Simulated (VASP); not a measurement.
# Zn6GaO8 (a cell with a defect) in VASP: relaxation of the atoms with PBE

Aim: the relaxation of the atoms of Zn6GaO8 (a cell with a defect) with PBE.

Program: VASP 6.6.1. These are calculated values, not measurements. Logs are shortened: lines on timing, memory, paths and dates and some standing lists are left out, and cuts for length are marked.

## 1. The cell of the first run

The cell holds a defect, 15 atoms: a = 6.410 Å, b = 5.551 Å, c = 5.122 Å, α = 90.00°, β = 90.00°, γ = 90.00°.

## 2. Relaxation of the atoms, PBE

Input file INCAR:

```
SYSTEM = Zn6GaO8
PREC = Accurate
ENCUT = 520
EDIFF = 1E-7
ISMEAR = -1
SIGMA = 0.05
LREAL = Auto
LASPH = .True.
NELM = 100
ALGO = Normal
ISIF = 2
LWAVE = .False.
LCHARG = .False.
GGA = PE
IBRION = 2
NSW = 80
EDIFFG = -0.03
NELECT = 132.0
```

Input file KPOINTS:

```
Automatic mesh
0
Gamma
  2 2 2
  0 0 0
```

Input file POSCAR:

```
Zn6GaO8
1.0
   -3.2049000000     -5.5510500000      0.0000000000
    4.8073500000     -2.7755250000      0.0000000000
    0.0000000000      0.0000000000      5.1216000000
Zn O Ga
6 8 1
Direct
    0.4986732000      0.3359193000     -0.0024013000
    0.4856275000      0.6713036000      0.4887387000
    0.2517922000      0.8307573000     -0.0082130000
   -0.0030571000      0.6665312000      0.4944062000
    0.7468490000      0.8369564000      0.0088900000
    0.7525411000      0.1693690000      0.4996290000
    0.4938064000      0.3391969000      0.3856840000
    0.5003528000      0.6680264000      0.8892116000
    0.2481415000      0.8305613000      0.3849241000
    0.2438004000      0.1728585000      0.8830839000
   -0.0061035000      0.3350370000      0.3753925000
   -0.0079055000      0.6648078000      0.8791378000
    0.7483345000      0.8327833000      0.3856930000
    0.7492597000      0.1547410000      0.8797739000
    0.2514301000      0.1664204000      0.4962275000
```

Potentials or basis: VASP PAW PBE potentials, release 64 (Zn, O, Ga_d).

Launch:

```sh
$ cat potpaw_PBE.64/Zn/POTCAR potpaw_PBE.64/O/POTCAR potpaw_PBE.64/Ga_d/POTCAR > POTCAR
$ mpirun -np 1 vasp_std > vasp.out
```

OUTCAR:

```text
SYSTEM = Zn6GaO8
   PREC = Accurate
   ENCUT = 520
   EDIFF = 1E-7
   ISMEAR = -1
   LREAL = Auto
   LASPH = .True.
   NELM = 100
   ISIF = 2
   GGA = PE
   IBRION = 2
   NSW = 80
   EDIFFG = -0.03
   NELECT = 132.0

 ion  position               nearest neighbor table
   1  0.499  0.336  0.998-   8 1.93  10 1.96   7 1.99  14 1.99
   2  0.486  0.671  0.489-   9 1.84   7 1.92  13 1.98   8 2.05
   3  0.252  0.831  0.992-   8 1.91  10 1.98  12 1.99   9 2.01
   4  0.997  0.667  0.494-  13 1.92   9 1.93  11 1.94  12 1.97
   5  0.747  0.837  0.009-  14 1.88  13 1.93   8 1.94  12 1.96
   6  0.753  0.169  0.500-  11 1.91  14 1.95  13 1.96   7 1.99
   7  0.494  0.339  0.386-  15 1.91   2 1.92   1 1.99   6 1.99
   8  0.500  0.668  0.889-   3 1.91   1 1.93   5 1.94   2 2.05
   9  0.248  0.831  0.385-   2 1.84   4 1.93  15 1.95   3 2.01
  10  0.244  0.173  0.883-   1 1.96   3 1.98  15 1.98
  11  0.994  0.335  0.375-   6 1.91   4 1.94  15 2.00
  12  0.992  0.665  0.879-   5 1.96   4 1.97   3 1.99
  13  0.748  0.833  0.386-   4 1.92   5 1.93   6 1.96   2 1.98
  14  0.749  0.155  0.880-   5 1.88   6 1.95   1 1.99
  15  0.251  0.166  0.496-   7 1.91   9 1.95  10 1.98  11 2.00

  LATTYP: Found a simple orthorhombic cell.
 ALAT       =     5.1216000000
 B/A-ratio  =     1.0838506960
 C/A-ratio  =     1.2515230236

  Lattice vectors:

 A1 = (   0.0000000000,   0.0000000000,  -5.1216000000)
 A2 = (   4.8073500000,  -2.7755250000,   0.0000000000)
 A3 = (  -3.2049000000,  -5.5510500000,   0.0000000000)

Analysis of symmetry for initial positions (statically):
=====================================================================
 Subroutine PRICEL returns:
 Original cell was already a primitive cell.

 Routine SETGRP: Setting up the symmetry group for a
 simple orthorhombic supercell.

 Subroutine GETGRP returns: Found  1 space group operations
 (whereof  1 operations were pure point group operations)
 out of a pool of  8 trial point group operations.

The static configuration has the point symmetry C_1 .

Analysis of symmetry for dynamics (positions and initial velocities):
=====================================================================
 Subroutine PRICEL returns:
 Original cell was already a primitive cell.

 Routine SETGRP: Setting up the symmetry group for a
 simple orthorhombic supercell.

 Subroutine GETGRP returns: Found  1 space group operations
 (whereof  1 operations were pure point group operations)
 out of a pool of  8 trial point group operations.

The dynamic configuration has the point symmetry C_1 .

 Subroutine INISYM returns: Found  1 space group operations
 (whereof  1 operations are pure point group operations),
 and found     1 'primitive' translations

----------------------------------------------------------------------------------------

                                     Primitive cell

  volume of cell :     182.2323

  direct lattice vectors                    reciprocal lattice vectors
    -3.204900000 -5.551050000  0.000000000    -0.078005554 -0.135109574  0.000000000
     4.807350000 -2.775525000  0.000000000     0.156011108 -0.090073049  0.000000000
     0.000000000  0.000000000  5.121600000     0.000000000  0.000000000  0.195251484

  length of vectors
     6.409800318  5.551049725  5.121600000     0.156011100  0.180146107  0.195251484

  position of ions in fractional coordinates (direct lattice)
     0.498673200  0.335919300  0.997598700
     0.485627500  0.671303600  0.488738700
     0.251792200  0.830757300  0.991787000
     0.996942900  0.666531200  0.494406200
     0.746849000  0.836956400  0.008890000
     0.752541100  0.169369000  0.499629000
     0.493806400  0.339196900  0.385684000
     0.500352800  0.668026400  0.889211600
     0.248141500  0.830561300  0.384924100
     0.243800400  0.172858500  0.883083900
     0.993896500  0.335037000  0.375392500
     0.992094500  0.664807800  0.879137800
     0.748334500  0.832783300  0.385693000
     0.749259700  0.154741000  0.879773900
     0.251430100  0.166420400  0.496227500

  ion indices of the primitive-cell ions
   primitive index   ion index
                 1           1
                 2           2
                 3           3
                 4           4
[... 28 lines left out ...]
     0.078005550  0.090073054  0.097625742

  Shift w.r.t. Gamma in fractional coordinates (k-lattice)
     0.000000000  0.000000000  0.000000000

 Subroutine IBZKPT returns following result:
 ===========================================

 Found      8 irreducible k-points:

 Following reciprocal coordinates:
            Coordinates               Weight
  0.000000  0.000000  0.000000      1.000000
  0.500000  0.000000  0.000000      1.000000
 -0.000000  0.500000  0.000000      1.000000
  0.500000  0.500000  0.000000      1.000000
  0.000000  0.000000  0.500000      1.000000
  0.500000  0.000000  0.500000      1.000000
 -0.000000  0.500000  0.500000      1.000000
  0.500000  0.500000  0.500000      1.000000
   k-points           NKPTS =      8   k-points in BZ     NKDIM =      8   number of bands    NBANDS=     79
   number of dos      NEDOS =    301   number of ions     NIONS =     15
   total plane-waves  NPLWV =  80640
   dimension x,y,z NGX =    48 NGY =   42 NGZ =   40
   dimension x,y,z NGXF=    96 NGYF=   84 NGZF=   80
   ions per type =               6   8   1
   NGX,Y,Z   is equivalent  to a cutoff of  12.45, 12.58, 12.98 a.u.
   NGXF,Y,Z  is equivalent  to a cutoff of  24.90, 25.16, 25.97 a.u.
 SYSTEM =  Zn6GaO8
   PREC   = accura    normal or accurate (medium, high low for compatibility)
   ISTART =      0    job   : 0-new  1-cont  2-samecut
   ICHARG =      2    charge: 1-file 2-atom 10-const
   ISPIN  =      1    spin polarized calculation?
   LNONCOLLINEAR =      F non collinear calculations
   LSORBIT =      F    spin-orbit coupling
   LASPH  =      T    aspherical Exc in radial PAW
   ENCUT  =  520.0 eV  38.22 Ry    6.18 a.u.  11.92 10.32  9.52*2*pi/ulx,y,z
   NELM   =    100;   NELMIN=  2; NELMDL= -5     # of ELM steps
   EDIFF  = 0.1E-06   stopping-criterion for ELM
   LREAL  =      T    real-space projection
   EDIFFG = -.3E-01   stopping-criterion for IOM
   NSW    =     80    number of steps for IOM
   IBRION =      2    ionic relax: 0-MD 1-quasi-New 2-CG
   NFREE  =      1    steps in history (QN), initial steepest desc. (CG)
   ISIF   =      2    stress and relaxation
   ISYM   =      2    0-nonsym 1-usesym 2-fastsym
   POTIM  = 0.5000    time-step for ionic-motion
   TEBEG  =    0.0;   TEEND  =   0.0 temperature during run
   PSTRESS=    0.0 pullay stress
   NELECT =     132.0000    total number of electrons
   NUPDOWN=      -1.0000    fix difference up-down
   EMIN   =  10.00;   EMAX   =-10.00  energy-range for DOS
   EFERMI =   0.00;   METHOD = LEGACY
   ISMEAR =    -1;   SIGMA  =   0.05  broadening in eV -4-tet -1-fermi 0-gaus
   EFERMI_NEDOS =   21; number of points for ismear=-14 and -15
   IALGO  =     38    algorithm
   IMIX   =      4    mixing-type and parameters
     AMIX     =   0.40;   BMIX     =  1.00
     AMIX_MAG =   1.60;   BMIX_MAG =  1.00
  volume/ion in A,a.u.               =      12.15        81.98
  Fermi-wavevector in a.u.,A,eV,Ry     =   1.470250  2.778369 29.410812  2.161634
  Thomas-Fermi vector in A             =   2.585529
   LORBIT       =      0    0 simple, 1 ext, 2 COOP (PROOUT), +10 PAW based schemes
   GGA     = PE    functional components
   LHFCALC =     F    Hartree Fock is set to
   AEXX    =    0.0000 exact exchange contribution
   IVDW    =     0    specifies the selected vdW correction
   LEPSILON=     F    determine dielectric tensor
   LRPA    =     F    only Hartree local field effects (RPA)
 conjugate gradient relaxation of ions
 non-spin polarized calculation
  energy-cutoff  :      520.00
  volume of cell :      182.23
 maximum number of plane-waves:      4924
 NGX is ok and might be reduce to    48
   NGX = 23   NGY = 21   NGZ = 19

--------------------------------------- Ionic step        1  -------------------------------------------

 number of electron     132.0000009 magnetization

 Free energy of the ion-electron system (eV)
  ---------------------------------------------------
  ext. energy  EPLUGINS =         0.00000000
  ---------------------------------------------------
  free energy    TOTEN  =       -69.14629464 eV

  energy without entropy =      -69.09283022  energy(sigma->0) =      -69.11956243

------------------------ aborting loop because EDIFF is reached ----------------------------------------

  FORCE on cell =-STRESS in cart. coord.  units (eV):
  Direction    XX          YY          ZZ          XY          YZ          ZX
  --------------------------------------------------------------------------------------
  -------------------------------------------------------------------------------------
  Total       -0.6365088     -1.6647693     -2.1785421     -0.2343510      0.4520982     -0.4998086
  in kB       -5.5961547    -14.6365720    -19.1536375     -2.0604024      3.9748261     -4.3942934
  external PRESSURE =     -13.1287881 kB  Pullay stress =       0.0000000 kB
[... 128 lines left out ...]
  FREE ENERGIE OF THE ION-ELECTRON SYSTEM (eV)
  ---------------------------------------------------
  free  energy   TOTEN  =       -69.8385975875 eV

  energy  without entropy=      -69.7811889736  energy(sigma->0) =      -69.80989328

[... ionic steps 4 to 11 ...]

--------------------------------------- Ionic step       12  -------------------------------------------

 number of electron     132.0000004 magnetization

------------------------ aborting loop because EDIFF is reached ----------------------------------------
[... 93 lines left out ...]
--------------------------------------- Ionic step       14  -------------------------------------------

 number of electron     132.0000004 magnetization

 Free energy of the ion-electron system (eV)
  ---------------------------------------------------
  ext. energy  EPLUGINS =         0.00000000
  ---------------------------------------------------
  free energy    TOTEN  =       -69.90365758 eV

  energy without entropy =      -69.84270266  energy(sigma->0) =      -69.87318012

 E-fermi :   0.6657     XC(G=0): -10.5821

 val. band max:        0.6302720800   @ k =   0.5000   0.5000   0.0000
 cond. band min:       0.7089331145   @ k =  -0.0000   0.5000   0.0000
 fundamental gap:      0.0786610345
 Fermi energy:         0.6657399978

 k-point     1 :       0.0000    0.0000    0.0000
  band No.  band energies     occupation
      1     -17.3418      2.00000
      2     -16.8002      2.00000
      3     -16.6488      2.00000
      4     -16.5237      2.00000
      5     -16.4522      2.00000
      6     -16.2858      2.00000
[... 637 lines left out ...]
     77      10.1181      0.00000
     78      10.3521      0.00000
 [bands above 78 left out]

------------------------ aborting loop because EDIFF is reached ----------------------------------------

  FORCE on cell =-STRESS in cart. coord.  units (eV):
  Direction    XX          YY          ZZ          XY          YZ          ZX
  --------------------------------------------------------------------------------------
  -------------------------------------------------------------------------------------
  Total       -0.4242090     -0.4765634      1.4754745     -0.0869060      0.1295365      0.1805608
  in kB       -3.7296253     -4.1899223     12.9723009     -0.7640736      1.1388791      1.5874816
  external PRESSURE =       1.6842511 kB  Pullay stress =       0.0000000 kB
[... 30 lines left out ...]
  FREE ENERGIE OF THE ION-ELECTRON SYSTEM (eV)
  ---------------------------------------------------
  free  energy   TOTEN  =       -69.9036575770 eV

  energy  without entropy=      -69.8427026629  energy(sigma->0) =      -69.87318012

 reached required accuracy - stopping structural energy minimisation
```

Wall time 43 min (1 thread of Oxide Virtual Turin-like, shared host); peak memory 0.29 GiB.

What came out:

```
Free energy                  : -69.9037 eV
Energy gained by relaxing    : 50.5 meV/atom
Ionic steps                  : 14
Largest force after relaxing : 0.020 eV/Å
```

Forces on the atoms (eV/Å):
```
Zn  -0.008 -0.004  0.004
Zn  -0.003 -0.003 -0.004
Zn   0.005  0.011  0.000
Zn  -0.011 -0.005 -0.016
Zn   0.010 -0.001 -0.007
Zn   0.004 -0.008 -0.017
O   -0.009  0.007  0.010
O    0.003  0.006  0.006
O    0.002  0.005 -0.004
O    0.005  0.007  0.012
O   -0.007 -0.001  0.004
O    0.012 -0.003 -0.005
O   -0.008 -0.002  0.009
O    0.013 -0.003  0.001
Ga  -0.008 -0.007  0.007
```

Step by step:
```csv
step,energy change (eV),largest force (eV/Å),pressure (GPa)
1,0.0000,2.1962,-1.31
2,-0.6902,0.5690,-1.06
3,-0.6923,0.5263,-0.96
4,-0.7327,0.2907,-0.68
5,-0.7362,0.2223,-0.55
6,-0.7467,0.1535,-0.39
7,-0.7486,0.1886,-0.27
8,-0.7540,0.1128,-0.09
9,-0.7541,0.1121,-0.06
10,-0.7563,0.0563,0.04
11,-0.7564,0.0664,0.08
12,-0.7570,0.0339,0.12
13,-0.7571,0.0395,0.13
14,-0.7574,0.0200,0.17
```

Final structure:
```
Zn O Ga
1.0
    -3.20490   -5.55105    0.00000
     4.80735   -2.77553    0.00000
     0.00000    0.00000    5.12160
Zn O Ga
6 8 1
Direct
  0.49812 0.33220 0.99826
  0.49639 0.67143 0.50391
  0.23874 0.83548 0.99492
  0.99493 0.65454 0.50088
  0.75394 0.83535 0.99899
  0.75681 0.17104 0.50295
  0.48719 0.32938 0.38612
  0.49704 0.66841 0.88997
  0.24501 0.84900 0.38336
  0.26061 0.16017 0.86342
  0.00601 0.32799 0.38356
  0.99532 0.67688 0.87480
  0.74736 0.83323 0.38024
  0.73547 0.15845 0.87700
  0.24061 0.17172 0.50179
```

Caveat: the k points lie up to 0.61 Å⁻¹ apart; the cell carries a net charge on a neutralising background, which shifts energy and pressure; the cell is charged against a uniform background, so pressure and absolute levels hang on convention.
